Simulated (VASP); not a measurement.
# Al (P6_3/mmc) in VASP: further runs, part 2 of 2

VASP 6.6.1. Earlier steps stand in the parts before.

### 3 Single point, BLYP (volume scaled by 1.12)

Contents of INCAR:

```
SYSTEM = Al
PREC     = Accurate       ! precision mode
ENCUT    = 520            ! plane-wave cutoff, eV
EDIFF    = 1E-6           ! SCF threshold, eV
ISMEAR   = -1             ! smearing method
SIGMA    = 0.1            ! smearing width, eV
LREAL    = .False.        ! projectors in reciprocal space
LASPH    = .True.         ! aspherical terms in the spheres
NELM     = 100            ! most SCF steps
ALGO     = Normal         ! electronic algorithm
ISIF     = 2              ! what is computed and relaxed
LWAVE    = .False.        ! write WAVECAR
LCHARG   = .False.        ! write CHGCAR
GGA      = B5             ! functional
ALDAX    = 1.0          
AGGAX    = 1.0          
AGGAC    = 1.0          
ALDAC    = 0.0          
NBANDS   = 10             ! bands
```

Contents of KPOINTS:

```
regular mesh
0
Gamma
  14 14 7
  0 0 0
```

Contents of POSCAR:

```
Al
1.0
    2.9989324985      0.0000000000      0.0000000000
   -1.4994662493      2.5971517280      0.0000000000
    0.0000000000      0.0000000000      5.0724672558
Al
2
Direct
    0.3333333333      0.6666666667      0.2500000000
    0.6666666667      0.3333333333      0.7500000000
```

Potentials or basis: VASP PAW PBE potentials, release 64 (Al).

Started as:

```console
$ cat potpaw_PBE.64/Al/POTCAR > POTCAR
$ mpirun -np 1 vasp_std > vasp.out
```

It took 12 s on 1 thread of Intel Xeon 6975P-C (Granite Rapids), shared host; peak memory 0.16 GiB.

It converged, with:

* Free energy: -5.2993 eV
* Pressure: -4.3 GPa
* Band gap on the k mesh: zero (band 3 reaches 9.29 eV, above the bottom of band 4 at 4.18 eV)

Stress tensor (GPa, compression positive):
```
-4.84  0.00  0.00
 0.00 -4.84  0.00
 0.00  0.00 -3.11
```

Levels at points of the mesh, in eV from the Fermi level:
```tsv
k point	band 1	band 2	band 3	band 4	band 5	band 6	band 7	band 8
(0.00, 0.00, 0.00)	-9.91	-4.62	-3.90	9.48	9.48	10.36	10.36	10.79
(0.50, 0.00, 0.00)	-4.75	-4.29	0.51	0.69	0.86	1.86	5.13	6.67
```

Caveat: the cell differs from its parent crystal (volume scaled by 1.12); the PAW data sets were made with another functional, which shifts forces and pressure a little.

### 4 Relaxation of cell and atoms, BLYP

This run uses another cell than the first one, of 16.60 Å³/atom, 0.872 times its volume.

Contents of INCAR:

```
SYSTEM = Al
PREC = Accurate
ENCUT = 600
EDIFF = 1E-6
ISMEAR = -1
SIGMA = 0.1
LREAL = .False.
LASPH = .True.
NELM = 100
ALGO = Normal
ISIF = 3
LWAVE = .False.
LCHARG = .False.
GGA = B5
ALDAX = 1.0
AGGAX = 1.0
AGGAC = 1.0
ALDAC = 0.0
IBRION = 2
NSW = 80
EDIFFG = -0.01
```

Contents of KPOINTS:

```
regular mesh
0
Gamma
  13 13 7
  0 0 0
```

Contents of POSCAR:

```
Al
1.0
    2.8634814820      0.0000000000      0.0000000000
   -1.4317407410      2.4798477067      0.0000000000
    0.0000000000      0.0000000000      4.6760652602
Al
2
Direct
    0.3333333333      0.6666666667      0.2500000000
    0.6666666667      0.3333333333      0.7500000000
```

Started as:

```console
$ cat potpaw_PBE.64/Al/POTCAR > POTCAR
$ mpirun -np 1 vasp_std > vasp.out
```

It took 20 s on 1 thread of Intel Xeon 6975P-C (Granite Rapids), shared host; peak memory 0.15 GiB.

The run converged. Its results:

```yaml
Free_energy: -5.3602 eV
Relaxed_volume: 17.66 Å³/atom
Relaxed_cell: a = 2.922 Å, b = 2.922 Å, c = 4.775 Å, α = 90.00°, β = 90.00°, γ = 120.00°
Space_group_after_relaxing_to_0.05_Å: P6_3/mmc (No. 194)
Energy_gained_by_relaxing: 11.8 meV/atom
Ionic_steps: 3
Pressure_after_relaxing: 0.0 GPa
Band_gap_on_the_k_mesh: zero (band 3 reaches 11.01 eV, above the bottom of band 4 at 5.14 eV)
```

The path:
| step | energy change (eV) | largest force (eV/Å) | pressure (GPa) | volume (Å³) |
| --- | --- | --- | --- | --- |
| 1 | 0.0000 | 0.0000 | 3.82 | 33.20 |
| 2 | -0.0235 | 0.0000 | 0.25 | 35.15 |
| 3 | -0.0236 | 0.0000 | -0.01 | 35.32 |

Final structure:
```
CELL_PARAMETERS angstrom
2.92228 0.00000 0.00000
-1.46114 2.53077 0.00000
0.00000 0.00000 4.77525
ATOMIC_POSITIONS crystal
Al 0.33333 0.66667 0.25000
Al 0.66667 0.33333 0.75000
```

Levels at points of the mesh, in eV from the Fermi level:
| k point | band 1 | band 2 | band 3 | band 4 | band 5 | band 6 |
| --- | --- | --- | --- | --- | --- | --- |
| (0.00, 0.00, 0.00) | -10.65 | -4.37 | -4.23 | 9.87 | 9.87 | 10.60 |

Caveat: the PAW data sets were made with another functional, which shifts forces and pressure a little.

### 5 Single point, BLYP

This run uses another cell than the first one, of 17.64 Å³/atom, 0.926 times its volume.

Contents of INCAR:

```
AGGAC = 1.0 ; AGGAX = 1.0
ALDAC = 0.0 ; ALDAX = 1.0
ALGO = Normal ; EDIFF = 1E-7
ENCUT = 520 ; GGA = B5
ISIF = 2 ; ISMEAR = -1
LASPH = T ; LCHARG = F
LREAL = F ; LWAVE = F
NBANDS = 10 ; NELM = 100
PREC = Accurate ; SIGMA = 0.1
```

Contents of KPOINTS:

```
k-points
0
Gamma
  20 20 11
```

Contents of POSCAR:

```
Al
1.0
    2.8877572508      0.0000000000      0.0000000000
   -1.4438786254      2.5008711392      0.0000000000
    0.0000000000      0.0000000000      4.8844227420
Al
2
Direct
    0.3333333333      0.6666666667      0.2500000000
    0.6666666667      0.3333333333      0.7500000000
```

Potentials or basis: VASP PAW PBE potentials, release 64 (Al).

Started as:

```console
$ cat potpaw_PBE.64/Al/POTCAR > POTCAR
$ mpirun -np 1 vasp_std > vasp.out
```

OUTCAR:

```text
EDIFF = 1E-7
   ENCUT = 520
   GGA = B5
   ISIF = 2
   ISMEAR = -1
   LASPH = T
   LREAL = F
   NELM = 100
   PREC = Accurate

 ion  position               nearest neighbor table
   1  0.333  0.667  0.250-   2 2.96   2 2.96   2 2.96   2 2.96   2 2.96   2 2.96
   2  0.667  0.333  0.750-   1 2.96   1 2.96   1 2.96   1 2.96   1 2.96   1 2.96

  LATTYP: Found a hexagonal cell.
 ALAT       =     2.8877572508
 C/A-ratio  =     1.6914242846

  Lattice vectors:

[... 491 lines left out ...]
      4       8.5566      0.00071
      5      11.7478      0.00000
      6      14.1038      0.00000
      7      14.3612      0.00000
      8      17.1038      0.00000
      9      17.9530      0.00000
     10      18.3701      0.00000

 [... further k-points ...]
[... 5 lines left out ...]
  --------------------------------------------------------------------------------------
  -------------------------------------------------------------------------------------
  Total        0.0453862      0.0453862      0.0846697      0.0000000      0.0000000     -0.0000000
  in kB        2.0614330      2.0614330      3.8456807      0.0000000      0.0000000     -0.0000000
  external PRESSURE =       2.6561822 kB  Pullay stress =       0.0000000 kB

 VOLUME and BASIS-vectors are now :
 -----------------------------------------------------------------------------
  energy-cutoff  :      520.00
  volume of cell :       35.27
      direct lattice vectors                 reciprocal lattice vectors
     2.887757251  0.000000000  0.000000000     0.346289495  0.199930333  0.000000000
    -1.443878625  2.500871139  0.000000000     0.000000000  0.399860666  0.000000000
     0.000000000  0.000000000  4.884422742     0.000000000  0.000000000  0.204732484

 POSITION                                       TOTAL-FORCE (eV/Angst)
 -----------------------------------------------------------------------------------
     -0.00000      1.66725      1.22111        -0.000000      0.000000      0.000000
      1.44388      0.83362      3.66332         0.000000     -0.000000      0.000000
 -----------------------------------------------------------------------------------
    total drift:                                0.000000     -0.000000     -0.000000

  FREE ENERGIE OF THE ION-ELECTRON SYSTEM (eV)
  ---------------------------------------------------
  free  energy   TOTEN  =        -5.3634319992 eV

  energy  without entropy=       -5.3347468116  energy(sigma->0) =       -5.34908941
```

stdout:

```text
POSCAR found type information on POSCAR Al
 POSCAR found :  1 types and       2 ions
 scaLAPACK will be used
 -----------------------------------------------------------------------------
|                                                                             |
|                                                                             |
|     You enforced a specific xc type in the INCAR file but a different       |
|     I HOPE YOU KNOW WHAT YOU ARE DOING!                                     |
|                                                                             |
 -----------------------------------------------------------------------------

 LDA part: xc-table for (Slater(with rela. corr.)+VWN5), standard interpolation
 POSCAR, INCAR and KPOINTS ok, starting setup
 FFT: planning ... GRIDC
 FFT: planning ... GRID_SOFT
 FFT: planning ... GRID
 WAVECAR not read
 entering main loop
```

Run time: 26 s. Hardware: 1 thread of Intel Xeon 6975P-C (Granite Rapids), shared host; peak memory 0.19 GiB.

Results:

```yaml
Free_energy: -5.3634 eV
Pressure: 0.3 GPa
Band_gap_on_the_k_mesh: zero (band 3 reaches 10.96 eV, above the bottom of band 4 at 4.90 eV)
```

Caveat: the PAW data sets were made with another functional, which shifts forces and pressure a little.

### 6 Summary

| task | cell | k mesh | cutoff (eV) | gap on the mesh (eV) | pressure (GPa) |
| --- | --- | --- | --- | --- | --- |
| single point | a = 2.963, b = 2.963, c = 5.011 Å, angles 90.0, 90.0, 120.0°, 2 atoms | 14 × 14 × 7 | 520 | none | -3.2 |
| single point | a = 2.999, b = 2.999, c = 5.072 Å, angles 90.0, 90.0, 120.0°, 2 atoms | 14 × 14 × 7 | 520 | none | -4.3 |
| relaxation of cell and atoms | relaxed from a = 2.863, b = 2.863, c = 4.676 Å, angles 90.0, 90.0, 120.0°, 2 atoms | 13 × 13 × 7 | 600 | none | 0.0 |
| single point | a = 2.888, b = 2.888, c = 4.884 Å, angles 90.0, 90.0, 120.0°, 2 atoms | 20 × 20 × 11 | 520 | none | 0.3 |

Alike in all rows: level BLYP; potentials or basis VASP PAW PBE potentials, release 64 (Al); no spin polarisation; smearing fermi-dirac 0.1 eV.

Caveats: the PAW data sets were made with another functional, which shifts forces and pressure a little.

Total energies depend on the potentials used, so only differences within one code and one set of settings carry meaning.
